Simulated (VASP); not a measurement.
# SiC (Moissanite) (P6_3mc) in VASP: single point with PBEsol

Aim: the single point of SiC (Moissanite) with PBEsol.

All numbers are computed with VASP 6.6.1; they aren't measurements. Logs are shortened: lines on timing, memory, paths and dates and some standing lists are left out, and cuts for length are marked.

### Step 1. The cell of the first run

It takes space group P6_3mc (No. 186, hexagonal). Conventional cell: a = 3.076 Å, b = 3.076 Å, c = 5.048 Å, α = 90.00°, β = 90.00°, γ = 120.00°. Within 2.5 Å of Si (site symmetry 3m) lie 4 C at 1.87 to 1.94 Å. Within 2.5 Å of C (site symmetry 3m) lie 4 Si at 1.87 to 1.94 Å.

### Step 2. Single point, PBEsol

INCAR

```
SYSTEM = SiC
PREC     = Accurate       ! precision mode
ENCUT    = 520            ! plane-wave cutoff, eV
EDIFF    = 1E-6           ! SCF threshold, eV
ISMEAR   = 0              ! smearing method
SIGMA    = 0.01           ! smearing width, eV
LREAL    = .False.        ! projectors in reciprocal space
LASPH    = .True.         ! aspherical terms in the spheres
NELM     = 80             ! most SCF steps
ALGO     = Normal         ! electronic algorithm
ISIF     = 2              ! what is computed and relaxed
LWAVE    = .False.        ! write WAVECAR
LCHARG   = .False.        ! write CHGCAR
GGA      = PS             ! functional
NBANDS   = 16             ! bands
```

KPOINTS

```
regular mesh
0
Gamma
  6 6 3
  0 0 0
```

POSCAR

```
SiC
1.0
    3.0760000000      0.0000000000      0.0000000000
   -1.5380000000      2.6638941400      0.0000000000
    0.0000000000      0.0000000000      5.0480000000
Si C
2 2
Direct
    0.3333333333      0.6666666667      0.0000000000
    0.6666666667      0.3333333333      0.5000000000
    0.3333333333      0.6666666667      0.3850000000
    0.6666666667      0.3333333333      0.8850000000
```

Potentials or basis: VASP PAW PBE potentials, release 64 (Si, C).

The run is started by

```bash
$ cat potpaw_PBE.64/Si/POTCAR potpaw_PBE.64/C/POTCAR > POTCAR
$ mpirun -np 1 vasp_std > vasp.out
```

OUTCAR:

```text
SYSTEM = SiC
   PREC = Accurate
   ENCUT = 520
   EDIFF = 1E-6
   ISMEAR = 0
   LREAL = .False.
   LASPH = .True.
   NELM = 80
   ISIF = 2
   GGA = PS

 ion  position               nearest neighbor table
   1  0.333  0.667  0.000-   4 1.87   4 1.87   4 1.87   3 1.94   2 3.09   2 3.09   2 3.09   2 3.09
                             2 3.09   2 3.09
   2  0.667  0.333  0.500-   3 1.87   3 1.87   3 1.87   4 1.94   1 3.09   1 3.09   1 3.09   1 3.09
                             1 3.09   1 3.09
   3  0.333  0.667  0.385-   2 1.87   2 1.87   2 1.87   1 1.94
   4  0.667  0.333  0.885-   1 1.87   1 1.87   1 1.87   2 1.94

  LATTYP: Found a hexagonal cell.
 ALAT       =     3.0760000000
 C/A-ratio  =     1.6410923277

  Lattice vectors:

 A1 = (   3.0760000000,   0.0000000000,   0.0000000000)
 A2 = (  -1.5380000000,   2.6638941400,   0.0000000000)
 A3 = (   0.0000000000,   0.0000000000,   5.0480000000)

Analysis of symmetry for initial positions (statically):
=====================================================================
 Subroutine PRICEL returns:
 Original cell was already a primitive cell.

 Routine SETGRP: Setting up the symmetry group for a
 hexagonal supercell.

 Subroutine GETGRP returns: Found 12 space group operations
 (whereof  6 operations were pure point group operations)
 out of a pool of 24 trial point group operations.

The static configuration has the point symmetry C_3v.
 The point group associated with its full space group is C_6v.

Analysis of symmetry for dynamics (positions and initial velocities):
=====================================================================
 Subroutine PRICEL returns:
 Original cell was already a primitive cell.

 Routine SETGRP: Setting up the symmetry group for a
 hexagonal supercell.

 Subroutine GETGRP returns: Found 12 space group operations
 (whereof  6 operations were pure point group operations)
 out of a pool of 24 trial point group operations.

The dynamic configuration has the point symmetry C_3v.
 The point group associated with its full space group is C_6v.

 Subroutine INISYM returns: Found 12 space group operations
 (whereof  6 operations are pure point group operations),
 and found     1 'primitive' translations

----------------------------------------------------------------------------------------

                                     Primitive cell

  volume of cell :      41.3640

  direct lattice vectors                    reciprocal lattice vectors
     3.076000000  0.000000000  0.000000000     0.325097529  0.187695146  0.000000000
    -1.538000000  2.663894140  0.000000000     0.000000000  0.375390292  0.000000000
     0.000000000  0.000000000  5.048000000     0.000000000  0.000000000  0.198098257

  length of vectors
     3.076000000  3.075999998  5.048000000     0.375390292  0.375390292  0.198098257

  position of ions in fractional coordinates (direct lattice)
     0.333333333  0.666666667  0.000000000
     0.666666667  0.333333333  0.500000000
     0.333333333  0.666666667  0.385000000
     0.666666667  0.333333333  0.885000000

  ion indices of the primitive-cell ions
   primitive index   ion index
                 1           1
                 2           2
                 3           3
                 4           4

----------------------------------------------------------------------------------------

 KPOINTS: regular mesh

Automatic generation of k-mesh.
 Grid dimensions read from file:
 generate k-points for:    6    6    3

 Generating k-lattice:

  Cartesian coordinates                     Fractional coordinates (reciprocal lattice)
     0.054182922  0.031282524  0.000000000     0.166666667  0.000000000  0.000000000
     0.000000000  0.062565049  0.000000000     0.000000000  0.166666667  0.000000000
     0.000000000  0.000000000  0.066032752     0.000000000  0.000000000  0.333333333

  Length of vectors
     0.062565049  0.062565049  0.066032752

  Shift w.r.t. Gamma in fractional coordinates (k-lattice)
     0.000000000  0.000000000  0.000000000

 Subroutine IBZKPT returns following result:
 ===========================================

 Found     14 irreducible k-points:

 Following reciprocal coordinates:
            Coordinates               Weight
  0.000000  0.000000  0.000000      1.000000
  0.166667 -0.000000  0.000000      6.000000
  0.333333  0.000000  0.000000      6.000000
  0.500000  0.000000  0.000000      3.000000
  0.166667  0.166667  0.000000      6.000000
  0.333333  0.166667  0.000000     12.000000
  0.333333  0.333333  0.000000      2.000000
  0.000000  0.000000  0.333333      2.000000
  0.166667 -0.000000  0.333333     12.000000
  0.333333  0.000000  0.333333     12.000000
  0.500000  0.000000  0.333333      6.000000
  0.166667  0.166667  0.333333     12.000000
  0.333333  0.166667  0.333333     24.000000
  0.333333  0.333333  0.333333      4.000000
   k-points           NKPTS =     14   k-points in BZ     NKDIM =     14   number of bands    NBANDS=     16
   number of dos      NEDOS =    301   number of ions     NIONS =      4
   total plane-waves  NPLWV =  23040
   dimension x,y,z NGX =    24 NGY =   24 NGZ =   40
   dimension x,y,z NGXF=    48 NGYF=   48 NGZF=   80
   ions per type =               2   2
   NGX,Y,Z   is equivalent  to a cutoff of  12.97, 12.97, 13.17 a.u.
   NGXF,Y,Z  is equivalent  to a cutoff of  25.94, 25.94, 26.35 a.u.
 SYSTEM =  SiC
   PREC   = accura    normal or accurate (medium, high low for compatibility)
   ISTART =      0    job   : 0-new  1-cont  2-samecut
   ICHARG =      2    charge: 1-file 2-atom 10-const
   ISPIN  =      1    spin polarized calculation?
   LNONCOLLINEAR =      F non collinear calculations
   LSORBIT =      F    spin-orbit coupling
   LASPH  =      T    aspherical Exc in radial PAW
   ENCUT  =  520.0 eV  38.22 Ry    6.18 a.u.   5.72  5.72  9.39*2*pi/ulx,y,z
   NELM   =     80;   NELMIN=  2; NELMDL= -5     # of ELM steps
   EDIFF  = 0.1E-05   stopping-criterion for ELM
   LREAL  =      F    real-space projection
   EDIFFG = 0.1E-04   stopping-criterion for IOM
   NSW    =      0    number of steps for IOM
   IBRION =     -1    ionic relax: 0-MD 1-quasi-New 2-CG
   NFREE  =      0    steps in history (QN), initial steepest desc. (CG)
   ISIF   =      2    stress and relaxation
   ISYM   =      2    0-nonsym 1-usesym 2-fastsym
   POTIM  = 0.5000    time-step for ionic-motion
   TEBEG  =    0.0;   TEEND  =   0.0 temperature during run
   PSTRESS=    0.0 pullay stress
   NELECT =      16.0000    total number of electrons
   NUPDOWN=      -1.0000    fix difference up-down
   EMIN   =  10.00;   EMAX   =-10.00  energy-range for DOS
   EFERMI =   0.00;   METHOD = LEGACY
   ISMEAR =     0;   SIGMA  =   0.01  broadening in eV -4-tet -1-fermi 0-gaus
   EFERMI_NEDOS =   21; number of points for ismear=-14 and -15
   IALGO  =     38    algorithm
   IMIX   =      4    mixing-type and parameters
     AMIX     =   0.40;   BMIX     =  1.00
     AMIX_MAG =   1.60;   BMIX_MAG =  1.00
  volume/ion in A,a.u.               =      10.34        69.78
  Fermi-wavevector in a.u.,A,eV,Ry     =   1.192817  2.254098 19.358549  1.422813
  Thomas-Fermi vector in A             =   2.328847
   LORBIT       =      0    0 simple, 1 ext, 2 COOP (PROOUT), +10 PAW based schemes
   GGA     = PS    functional components
   LHFCALC =     F    Hartree Fock is set to
   AEXX    =    0.0000 exact exchange contribution
   IVDW    =     0    specifies the selected vdW correction
   LEPSILON=     F    determine dielectric tensor
   LRPA    =     F    only Hartree local field effects (RPA)
 non-spin polarized calculation
 Gauss-broadening in eV      SIGMA  =   0.01
  energy-cutoff  :      520.00
  volume of cell :       41.36
 maximum number of plane-waves:      1132
 NGX is ok and might be reduce to    24
   NGX = 11   NGY = 11   NGZ = 19

 number of electron      16.0000000 magnetization

 Free energy of the ion-electron system (eV)
  ---------------------------------------------------
  ext. energy  EPLUGINS =         0.00000000
  ---------------------------------------------------
  free energy    TOTEN  =       -31.76787633 eV

  energy without entropy =      -31.76787633  energy(sigma->0) =      -31.76787633

 E-fermi :   8.4262     XC(G=0): -11.4963

 val. band max:        8.3609731706   @ k =   0.0000   0.0000   0.0000
 cond. band min:      10.5160387166   @ k =   0.3333   0.3333   0.0000
 fundamental gap:      2.1550655460
 Fermi energy:         8.4262045720

 k-point     1 :       0.0000    0.0000    0.0000
  band No.  band energies     occupation
      1      -7.3834      2.00000
      2      -3.8423      2.00000
      3      -0.4000      2.00000
      4       6.8035      2.00000
      5       6.8035      2.00000
      6       8.0904      2.00000
[... 8 lines left out ...]
     15      17.0003      0.00000
     16      19.5877      0.00000

 k-point     2 :       0.1667   -0.0000    0.0000
  band No.  band energies     occupation
      1      -6.9016      2.00000
      2      -3.4332      2.00000
      3       0.0446      2.00000
      4       4.6267      2.00000
      5       6.1149      2.00000
      6       6.5259      2.00000
[... 8 lines left out ...]
     15      17.5758      0.00000
     16      17.9994      0.00000

 k-point     3 :       0.3333    0.0000    0.0000
  band No.  band energies     occupation
      1      -5.5214      2.00000
      2      -2.4422      2.00000
      3       0.8231      2.00000
      4       1.9322      2.00000
      5       3.7292      2.00000
      6       5.1682      2.00000
[... 8 lines left out ...]
     15      18.9416      0.00000
     16      20.0938      0.00000

 k-point     4 :       0.5000    0.0000    0.0000
  band No.  band energies     occupation
      1      -4.0188      2.00000
      2      -2.5617      2.00000
      3       0.3453      2.00000
      4       1.7905      2.00000
      5       2.8846      2.00000
      6       4.7979      2.00000
[... 8 lines left out ...]
     15      18.4042      0.00000
     16      20.4360      0.00000

 k-point     5 :       0.1667    0.1667    0.0000
  band No.  band energies     occupation
      1      -5.9656      2.00000
      2      -2.7060      2.00000
      3       0.8146      2.00000
      4       2.8145      2.00000
      5       3.9770      2.00000
      6       5.2909      2.00000
[... 8 lines left out ...]
     15      18.6388      0.00000
     16      19.0168      0.00000

 k-point     6 :       0.3333    0.1667    0.0000
  band No.  band energies     occupation
      1      -4.2935      2.00000
      2      -2.1692      2.00000
      3       0.6573      2.00000
      4       2.3064      2.00000
      5       2.8278      2.00000
      6       3.4448      2.00000
[... 8 lines left out ...]
     15      18.8731      0.00000
     16      19.8276      0.00000
[... 77 lines left out ...]
 k-point    11 :       0.5000    0.0000    0.3333
  band No.  band energies     occupation
      1      -3.5932      2.00000
      2      -2.7341      2.00000
      3      -0.3665      2.00000
      4       0.5144      2.00000
      5       4.8299      2.00000
      6       5.2002      2.00000
[... 8 lines left out ...]
     15      20.3313      0.00000
     16      20.5036      0.00000

 k-point    12 :       0.1667    0.1667    0.3333
  band No.  band energies     occupation
      1      -5.4475      2.00000
      2      -4.0099      2.00000
      3       2.1071      2.00000
      4       3.5609      2.00000
      5       4.0602      2.00000
      6       4.8961      2.00000
[... 8 lines left out ...]
     15      17.8153      0.00000
     16      19.3030      0.00000

 k-point    13 :       0.3333    0.1667    0.3333
  band No.  band energies     occupation
      1      -3.8365      2.00000
      2      -2.7340      2.00000
      3       0.2905      2.00000
      4       1.3210      2.00000
      5       3.4792      2.00000
      6       4.6337      2.00000
[... 8 lines left out ...]
     15      19.7318      0.00000
     16      20.0850      0.00000

 k-point    14 :       0.3333    0.3333    0.3333
  band No.  band energies     occupation
      1      -2.6084      2.00000
      2      -2.6084      2.00000
      3       0.6855      2.00000
      4       0.6855      2.00000
      5       1.8458      2.00000
      6       3.1710      2.00000
[... 8 lines left out ...]
     15      19.7740      0.00000
     16      20.3267      0.00000

------------------------ aborting loop because EDIFF is reached ----------------------------------------

  FORCE on cell =-STRESS in cart. coord.  units (eV):
  Direction    XX          YY          ZZ          XY          YZ          ZX
  --------------------------------------------------------------------------------------
  -------------------------------------------------------------------------------------
  Total        0.5847241      0.5847241     -0.6878716      0.0000000      0.0000000      0.0000000
  in kB       22.6484723     22.6484723    -26.6437475      0.0000000      0.0000000      0.0000000
  external PRESSURE =       6.2177324 kB  Pullay stress =       0.0000000 kB

 VOLUME and BASIS-vectors are now :
 -----------------------------------------------------------------------------
  energy-cutoff  :      520.00
  volume of cell :       41.36
      direct lattice vectors                 reciprocal lattice vectors
     3.076000000  0.000000000  0.000000000     0.325097529  0.187695146  0.000000000
    -1.538000000  2.663894140  0.000000000     0.000000000  0.375390292  0.000000000
     0.000000000  0.000000000  5.048000000     0.000000000  0.000000000  0.198098257

 POSITION                                       TOTAL-FORCE (eV/Angst)
 -----------------------------------------------------------------------------------
     -0.00000      1.77593      0.00000        -0.000000      0.000000      0.747843
      1.53800      0.88796      2.52400        -0.000000     -0.000000      0.747843
     -0.00000      1.77593      1.94348        -0.000000      0.000000     -0.747843
      1.53800      0.88796      4.46748         0.000000     -0.000000     -0.747843
 -----------------------------------------------------------------------------------
    total drift:                                0.000000      0.000000     -0.000303

  FREE ENERGIE OF THE ION-ELECTRON SYSTEM (eV)
  ---------------------------------------------------
  free  energy   TOTEN  =       -31.7678763309 eV

  energy  without entropy=      -31.7678763309  energy(sigma->0) =      -31.76787633
```

Run time: 3.9 s. Hardware: 1 thread of Intel Xeon 6975P-C (Granite Rapids), shared host; peak memory 0.14 GiB.

What came out:

```yaml
Free_energy: -31.7679 eV
Pressure: 0.6 GPa
Largest_force: 0.748 eV/Å
Band_gap_on_the_k_mesh: 2.15 eV, indirect (least direct gap 3.95 eV)
```

Forces in eV/Å, atoms in the order of the input:
```
Si   0.000  0.000  0.748
Si   0.000  0.000  0.748
C    0.000  0.000 -0.748
C    0.000  0.000 -0.748
```

Levels at points of the mesh, in eV from the valence-band top:
| k point | band 6 | band 7 | band 8 | band 9 | band 10 | band 11 |
| --- | --- | --- | --- | --- | --- | --- |
| (0.00, 0.00, 0.00) | -0.27 | -0.27 | 0.00 | 4.56 | 5.97 | 6.43 |
| (0.50, 0.00, 0.00) | -3.56 | -3.32 | -1.49 | 2.46 | 4.09 | 6.66 |

Caveat: the PAW data sets were made with another functional, which shifts forces and pressure a little. A k mesh can miss the band edges.
